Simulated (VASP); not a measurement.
# BaTiO3: relaxation of the atoms with PBE

Crystal: BaTiO3.

```xyz
5
Lattice="3.9730 0.0000 0.0000 0.0000 3.9730 0.0000 0.0000 0.0000 3.9910" Properties=species:S:1:pos:R:3 pbc="T T T"
Ba    0.0000    0.0000   -0.0118
Ti    1.9865    1.9865    1.9263
O     1.9865    1.9865    0.0889
O     1.9865    0.0000    2.0475
O     0.0000    1.9865    2.0475
```

This cell differs from its parent crystal: volume scaled by 0.98.

```yaml
Program: VASP 6.6.1
Task: relaxation of the atoms
Functional: PBE
Potentials_or_basis: VASP PAW PBE potentials, release 64 (Ba_sv, Ti_sv, O)
Cutoff: 520 eV
k_mesh: 8 × 8 × 8
Occupations: fermi-dirac, width 0.02 eV
Spin: no spin polarisation
Dipole_correction: no
Further_INCAR_settings: ALGO = Normal; EDIFF = 1e-06; IBRION = 2; EDIFFG = -0.02; NSW = 80
```

The energy gained by relaxing is 0.8 meV/atom, the ionic steps are 5 and the pressure after relaxing is 8.1 GPa. The largest force after relaxing is 0.011 eV/Å. The band gap on the k mesh is 1.81 eV, indirect (least direct gap 2.09 eV).

Forces on the atoms (eV/Å):
```
Ba   0.000  0.000  0.010
Ti   0.000  0.000 -0.004
O    0.000  0.000 -0.011
O    0.000  0.000  0.003
O    0.000  0.000  0.003
```

Stress tensor (GPa, compression positive):
```
7.70 0.00 0.00
0.00 7.70 0.00
0.00 0.00 8.85
```

Step by step:
| step | energy change (eV) | largest force (eV/Å) | pressure (GPa) |
| --- | --- | --- | --- |
| 1 | 0.0000 | 0.2396 | 8.78 |
| 2 | -0.0031 | 0.0688 | 8.33 |
| 3 | -0.0034 | 0.0607 | 8.15 |
| 4 | -0.0038 | 0.0372 | 8.11 |
| 5 | -0.0040 | 0.0112 | 8.08 |

Final structure:
```cif
data_structure
_symmetry_space_group_name_H-M 'P 1'
_symmetry_Int_Tables_number 1
_cell_length_a 3.9730
_cell_length_b 3.9730
_cell_length_c 3.9910
_cell_angle_alpha 90.000
_cell_angle_beta 90.000
_cell_angle_gamma 90.000
_cell_volume 63.00
loop_
_atom_site_label
_atom_site_type_symbol
_atom_site_fract_x
_atom_site_fract_y
_atom_site_fract_z
_atom_site_occupancy
Ba1 Ba 0.00000 0.00000 0.99977 1
Ti1 Ti 0.50000 0.50000 0.48755 1
O1 O 0.50000 0.50000 0.01789 1
O2 O 0.50000 0.00000 0.51139 1
O3 O 0.00000 0.50000 0.51139 1
```

Levels at points of the mesh, in eV from the valence-band top:
```tsv
k point	band 16	band 17	band 18	band 19	band 20	band 21	band 22	band 23	band 24
(0.00, 0.00, 0.00)	-1.27	-1.16	-0.29	-0.28	-0.28	1.81	2.02	2.02	4.10
(0.50, 0.00, 0.00)	-1.99	-1.86	-1.75	-0.94	-0.85	2.16	3.59	3.63	4.16
(0.50, 0.50, 0.00)	-2.80	-1.77	-0.97	-0.97	-0.09	3.64	3.64	4.04	4.86
(0.00, 0.00, 0.50)	-1.98	-1.98	-1.98	-0.71	-0.71	1.98	3.65	3.65	4.10
(0.50, 0.00, 0.50)	-2.76	-1.72	-0.90	-0.88	-0.18	3.61	3.66	4.03	4.97
(0.50, 0.50, 0.50)	-2.46	-2.42	-0.09	-0.09	0.00	4.29	4.29	4.29	6.64
```

Wall time 120 s on 1 thread of Intel(R) Xeon(R) 6975P-C (Granite Rapids) (shared host), peak memory 0.25 GiB.

Caveat: spin-orbit coupling is left out, which moves the levels of the heavy elements. A k mesh can miss the band edges.
